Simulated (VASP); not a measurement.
# S (Fd-3m) in VASP: further runs

The runs below take S through single point, with r2SCAN.

All numbers are computed with VASP 6.6.1; they aren't measurements. Logs are shortened: lines on timing, memory, paths and dates and some standing lists are left out, and cuts for length are marked.

## (1) The cell of the first run

It takes space group Fd-3m (No. 227, cubic). Conventional cell: a = 5.634 Å, b = 5.634 Å, c = 5.634 Å, α = 90.00°, β = 90.00°, γ = 90.00°. S (site symmetry -43m) has 4 S at 2.44 Å within 3.2 Å.

This isn't the form of S at room conditions, which is orthorhombic, of S8 rings.

## (2) Single point, r2SCAN

Input file POSCAR:

```
S
1.0
    0.0000000000      2.8168451281      2.8168451281
    2.8168451281      0.0000000000      2.8168451281
    2.8168451281      2.8168451281      0.0000000000
S
2
Direct
    0.0000000000      0.0000000000      0.0000000000
    0.2500000000      0.2500000000      0.2500000000
```

Input file INCAR.step1:

```
SYSTEM = S
PREC = Accurate
ENCUT = 520
ISMEAR = -1
SIGMA = 0.1
LREAL = .FALSE.
LASPH = .TRUE.
NELM = 80
NBANDS = 13
GGA = PE
ALGO = Normal
EDIFF = 1E-4
LWAVE = .TRUE.
LCHARG = .FALSE.
```

Input file INCAR.step2:

```
SYSTEM = S
PREC = Accurate
ENCUT = 520
EDIFF = 1E-7
ISMEAR = -1
SIGMA = 0.1
LREAL = .FALSE.
LASPH = .TRUE.
NELM = 80
ALGO = Normal
ISIF = 2
LWAVE = .FALSE.
LCHARG = .FALSE.
METAGGA = R2SCAN
LMIXTAU = .TRUE.
NBANDS = 13
ISTART = 1
```

Input file KPOINTS:

```
regular mesh
0
G
  10 10 10
  0 0 0
```

Potentials or basis: VASP PAW PBE potentials, release 64 (S).

The run is started by

```
cat potpaw_PBE.64/S/POTCAR > POTCAR
cp INCAR.step1 INCAR
mpirun -np 1 vasp_std > vasp.out
cp INCAR.step2 INCAR
mpirun -np 1 vasp_std > vasp.out
```

OUTCAR:

```text
SYSTEM = S
   PREC = Accurate
   ENCUT = 520
   EDIFF = 1E-7
   ISMEAR = -1
   LREAL = .FALSE.
   LASPH = .TRUE.
   NELM = 80
   ISIF = 2
   METAGGA = R2SCAN
   ISTART = 1

 ion  position               nearest neighbor table
   1  0.000  0.000  0.000-   2 2.44   2 2.44   2 2.44   2 2.44
   2  0.250  0.250  0.250-   1 2.44   1 2.44   1 2.44   1 2.44

  LATTYP: Found a face centered cubic cell.
 ALAT       =     5.6336902562

  Lattice vectors:

 A1 = (   0.0000000000,   2.8168451281,   2.8168451281)
 A2 = (   2.8168451281,   0.0000000000,   2.8168451281)
 A3 = (   2.8168451281,   2.8168451281,   0.0000000000)

Analysis of symmetry for initial positions (statically):
=====================================================================
 Subroutine PRICEL returns:
 Original cell was already a primitive cell.

 Routine SETGRP: Setting up the symmetry group for a
 face centered cubic supercell.

 Subroutine GETGRP returns: Found 48 space group operations
 (whereof 24 operations were pure point group operations)
 out of a pool of 48 trial point group operations.

The static configuration has the point symmetry T_d .
 The point group associated with its full space group is O_h .

Analysis of symmetry for dynamics (positions and initial velocities):
=====================================================================
 Subroutine PRICEL returns:
 Original cell was already a primitive cell.

 Routine SETGRP: Setting up the symmetry group for a
 face centered cubic supercell.

 Subroutine GETGRP returns: Found 48 space group operations
 (whereof 24 operations were pure point group operations)
 out of a pool of 48 trial point group operations.

The dynamic configuration has the point symmetry T_d .
 The point group associated with its full space group is O_h .

 Subroutine INISYM returns: Found 48 space group operations
 (whereof 24 operations are pure point group operations),
 and found     1 'primitive' translations

----------------------------------------------------------------------------------------

                                     Primitive cell

  volume of cell :      44.7012

  direct lattice vectors                    reciprocal lattice vectors
     0.000000000  2.816845128  2.816845128    -0.177503546  0.177503546  0.177503546
     2.816845128  0.000000000  2.816845128     0.177503546 -0.177503546  0.177503546
     2.816845128  2.816845128  0.000000000     0.177503546  0.177503546 -0.177503546

  length of vectors
     3.983620583  3.983620583  3.983620583     0.307445161  0.307445161  0.307445161

  position of ions in fractional coordinates (direct lattice)
     0.000000000  0.000000000  0.000000000
     0.250000000  0.250000000  0.250000000

  ion indices of the primitive-cell ions
   primitive index   ion index
                 1           1
                 2           2

----------------------------------------------------------------------------------------

 KPOINTS: regular mesh

Automatic generation of k-mesh.
 Grid dimensions read from file:
 generate k-points for:   10   10   10

 Generating k-lattice:

  Cartesian coordinates                     Fractional coordinates (reciprocal lattice)
    -0.017750355  0.017750355  0.017750355     0.100000000  0.000000000  0.000000000
     0.017750355 -0.017750355  0.017750355     0.000000000  0.100000000  0.000000000
     0.017750355  0.017750355 -0.017750355     0.000000000  0.000000000  0.100000000

  Length of vectors
     0.030744516  0.030744516  0.030744516

  Shift w.r.t. Gamma in fractional coordinates (k-lattice)
     0.000000000  0.000000000  0.000000000

 Subroutine IBZKPT returns following result:
 ===========================================

 Found     47 irreducible k-points:

 Following reciprocal coordinates:
            Coordinates               Weight
  0.000000  0.000000  0.000000      1.000000
  0.100000  0.000000  0.000000      8.000000
  0.200000  0.000000  0.000000      8.000000
  0.300000  0.000000  0.000000      8.000000
  0.400000  0.000000  0.000000      8.000000
  0.500000  0.000000  0.000000      4.000000
[... 16 lines left out ...]
  0.300000  0.300000  0.000000      6.000000
  0.400000  0.300000  0.000000     24.000000
 [... further k-points ...]
   k-points           NKPTS =     47   k-points in BZ     NKDIM =     47   number of bands    NBANDS=     13
   number of dos      NEDOS =    301   number of ions     NIONS =      2
   total plane-waves  NPLWV =  27000
   dimension x,y,z NGX =    30 NGY =   30 NGZ =   30
   dimension x,y,z NGXF=    60 NGYF=   60 NGZF=   60
   ions per type =               2
   NGX,Y,Z   is equivalent  to a cutoff of  12.52, 12.52, 12.52 a.u.
   NGXF,Y,Z  is equivalent  to a cutoff of  25.04, 25.04, 25.04 a.u.
 SYSTEM =  S
   PREC   = accura    normal or accurate (medium, high low for compatibility)
   ISTART =      1    job   : 0-new  1-cont  2-samecut
   ICHARG =      0    charge: 1-file 2-atom 10-const
   ISPIN  =      1    spin polarized calculation?
   LNONCOLLINEAR =      F non collinear calculations
   LSORBIT =      F    spin-orbit coupling
   LASPH  =      T    aspherical Exc in radial PAW
   ENCUT  =  520.0 eV  38.22 Ry    6.18 a.u.   7.41  7.41  7.41*2*pi/ulx,y,z
   NELM   =     80;   NELMIN=  2; NELMDL=  0     # of ELM steps
   EDIFF  = 0.1E-06   stopping-criterion for ELM
   LREAL  =      F    real-space projection
   EDIFFG = 0.1E-05   stopping-criterion for IOM
   NSW    =      0    number of steps for IOM
   IBRION =     -1    ionic relax: 0-MD 1-quasi-New 2-CG
   NFREE  =      0    steps in history (QN), initial steepest desc. (CG)
   ISIF   =      2    stress and relaxation
   ISYM   =      2    0-nonsym 1-usesym 2-fastsym
   POTIM  = 0.5000    time-step for ionic-motion
   TEBEG  =    0.0;   TEEND  =   0.0 temperature during run
   PSTRESS=    0.0 pullay stress
   NELECT =      12.0000    total number of electrons
   NUPDOWN=      -1.0000    fix difference up-down
   EMIN   =  10.00;   EMAX   =-10.00  energy-range for DOS
   EFERMI =   0.00;   METHOD = LEGACY
   ISMEAR =    -1;   SIGMA  =   0.10  broadening in eV -4-tet -1-fermi 0-gaus
   EFERMI_NEDOS =   21; number of points for ismear=-14 and -15
   IALGO  =     38    algorithm
   IMIX   =      4    mixing-type and parameters
     AMIX     =   0.40;   BMIX     =  1.00
     AMIX_MAG =   1.60;   BMIX_MAG =  1.00
  volume/ion in A,a.u.               =      22.35       150.83
  Fermi-wavevector in a.u.,A,eV,Ry     =   1.056077  1.995696 15.174561  1.115299
  Thomas-Fermi vector in A             =   2.191299
   LORBIT       =      0    0 simple, 1 ext, 2 COOP (PROOUT), +10 PAW based schemes
   METAGGA = R2SCAN    functional components
   LHFCALC =     F    Hartree Fock is set to
   AEXX    =    0.0000 exact exchange contribution
   IVDW    =     0    specifies the selected vdW correction
   LEPSILON=     F    determine dielectric tensor
   LRPA    =     F    only Hartree local field effects (RPA)
 non-spin polarized calculation
  energy-cutoff  :      520.00
  volume of cell :       44.70
 maximum number of plane-waves:      1243
 NGX is ok and might be reduce to    30
   NGX = 15   NGY = 15   NGZ = 15

 number of electron      12.0000002 magnetization

 Free energy of the ion-electron system (eV)
  ---------------------------------------------------
  ext. energy  EPLUGINS =         0.00000000
  ---------------------------------------------------
  free energy    TOTEN  =       -13.72665296 eV

  energy without entropy =      -13.66860286  energy(sigma->0) =      -13.69762791

 E-fermi :   4.2035     XC(G=0):  -9.6484

 val. band max:        4.1610377134   @ k =  -0.3000   0.3000   0.1000
 cond. band min:       4.2336866721   @ k =  -0.4000   0.2000   0.1000
 fundamental gap:      0.0726489587
 Fermi energy:         4.2035156480

 k-point     1 :       0.0000    0.0000    0.0000
  band No.  band energies     occupation
      1     -13.0378      2.00000
      2      -4.9004      2.00000
      3      -0.2188      2.00000
      4      -0.2188      2.00000
      5      -0.2188      2.00000
      6       3.0720      1.99998
      7       3.0721      1.99998
      8       3.0721      1.99998
      9      10.1957      0.00000
     10      12.3098      0.00000
     11      12.3098      0.00000
     12      15.3072      0.00000
     13      15.3072      0.00000

 k-point     2 :       0.1000    0.0000    0.0000
  band No.  band energies     occupation
      1     -12.9435      2.00000
      2      -5.2796      2.00000
      3      -0.3337      2.00000
      4      -0.3337      2.00000
      5      -0.1296      2.00000
      6       3.2471      1.99986
      7       3.2471      1.99986
      8       3.2811      1.99980
      9      10.5451      0.00000
     10      12.0512      0.00000
     11      12.0512      0.00000
     12      15.0246      0.00000
     13      15.9188      0.00000

 k-point     3 :       0.2000    0.0000    0.0000
  band No.  band energies     occupation
      1     -12.6707      2.00000
      2      -6.1669      2.00000
      3      -0.5902      2.00000
      4      -0.5902      2.00000
      5      -0.0910      2.00000
      6       3.6485      1.99226
      7       3.6485      1.99226
      8       3.9854      1.79700
      9      11.3075      0.00000
     10      11.7563      0.00000
     11      11.7563      0.00000
     12      14.7002      0.00000
     13      17.1370      0.00000

 k-point     4 :       0.3000    0.0000    0.0000
  band No.  band energies     occupation
      1     -12.2581      2.00000
      2      -7.1848      2.00000
      3      -0.8492      2.00000
      4      -0.8492      2.00000
      5      -0.2150      2.00000
      6       4.0532      1.63603
      7       4.0532      1.63602
      8       5.0861      0.00029
      9      11.7879      0.00000
     10      11.8864      0.00000
     11      11.8864      0.00000
     12      14.6734      0.00000
     13      17.2434      0.00000

 k-point     5 :       0.4000    0.0000    0.0000
  band No.  band energies     occupation
      1     -11.8134      2.00000
      2      -8.0442      2.00000
      3      -1.0281      2.00000
      4      -1.0281      2.00000
      5      -0.3604      2.00000
      6       4.3148      0.49458
      7       4.3148      0.49457
      8       6.2003      0.00000
      9      11.9181      0.00000
     10      12.5527      0.00000
     11      12.5527      0.00000
     12      13.6833      0.00000
     13      15.7473      0.00000
[... 257 lines left out ...]
 k-point    22 :      -0.2000    0.2000    0.0000
  band No.  band energies     occupation
      1     -12.0993      2.00000
      2      -7.4435      2.00000
      3      -1.9238      2.00000
      4      -0.8302      2.00000
      5       0.9069      2.00000
      6       4.0864      1.52685
      7       4.1178      1.40418
      8       5.1661      0.00013
      9      11.0288      0.00000
     10      11.8847      0.00000
     11      12.4437      0.00000
     12      16.0928      0.00000
     13      16.3256      0.00000

 k-point    23 :       0.3000    0.3000    0.0000
  band No.  band energies     occupation
      1     -11.9278      2.00000
      2      -7.7234      2.00000
      3      -1.6119      2.00000
      4      -1.6119      2.00000
      5       1.8072      2.00000
      6       2.1657      2.00000
      7       5.5962      0.00000
      8       5.5962      0.00000
      9       9.8346      0.00000
     10      12.9406      0.00000
     11      13.9287      0.00000
     12      16.3003      0.00000
     13      16.3003      0.00000

 k-point    24 :       0.4000    0.3000    0.0000
  band No.  band energies     occupation
      1     -11.5057      2.00000
      2      -8.4040      2.00000
      3      -1.9497      2.00000
      4      -1.7723      2.00000
      5       1.9283      2.00000
      6       2.3952      2.00000
      7       6.0054      0.00000
      8       6.0335      0.00000
      9      10.1484      0.00000
     10      12.6568      0.00000
     11      14.4320      0.00000
     12      15.5590      0.00000
     13      16.3564      0.00000

 [... further k-points ...]

------------------------ aborting loop because EDIFF is reached ----------------------------------------

  FORCE on cell =-STRESS in cart. coord.  units (eV):
  Direction    XX          YY          ZZ          XY          YZ          ZX
  --------------------------------------------------------------------------------------
  -------------------------------------------------------------------------------------
  Total        0.9381983      0.9381983      0.9381983     -0.0000000      0.0000000     -0.0000000
  in kB       33.6268608     33.6268608     33.6268608     -0.0000000      0.0000000     -0.0000000
  external PRESSURE =      33.6268608 kB  Pullay stress =       0.0000000 kB

 VOLUME and BASIS-vectors are now :
 -----------------------------------------------------------------------------
  energy-cutoff  :      520.00
  volume of cell :       44.70
      direct lattice vectors                 reciprocal lattice vectors
     0.000000000  2.816845128  2.816845128    -0.177503546  0.177503546  0.177503546
     2.816845128  0.000000000  2.816845128     0.177503546 -0.177503546  0.177503546
     2.816845128  2.816845128  0.000000000     0.177503546  0.177503546 -0.177503546

 POSITION                                       TOTAL-FORCE (eV/Angst)
 -----------------------------------------------------------------------------------
      0.00000      0.00000      0.00000        -0.000000     -0.000000     -0.000000
      1.40842      1.40842      1.40842         0.000000      0.000000      0.000000
 -----------------------------------------------------------------------------------
    total drift:                                0.000000     -0.000000      0.000000

  FREE ENERGIE OF THE ION-ELECTRON SYSTEM (eV)
  ---------------------------------------------------
  free  energy   TOTEN  =       -13.7266529598 eV

  energy  without entropy=      -13.6686028618  energy(sigma->0) =      -13.69762791
```

Wall time 96 s (1 thread of Intel Xeon 6975P-C (Granite Rapids), shared host); peak memory 0.17 GiB.

Results:

```yaml
Free_energy: -13.7267 eV
Pressure: 3.4 GPa
Band_gap_on_the_k_mesh: zero (bands 6 and 7 overlap by 1.53 eV)
```

Caveat: the cell stands under pressure; the PAW data sets were made with another functional, which shifts forces and pressure a little.

(Continued in part 2 of 2.)

The gap in the log of VASP goes by the Fermi energy; the results here count the filled bands.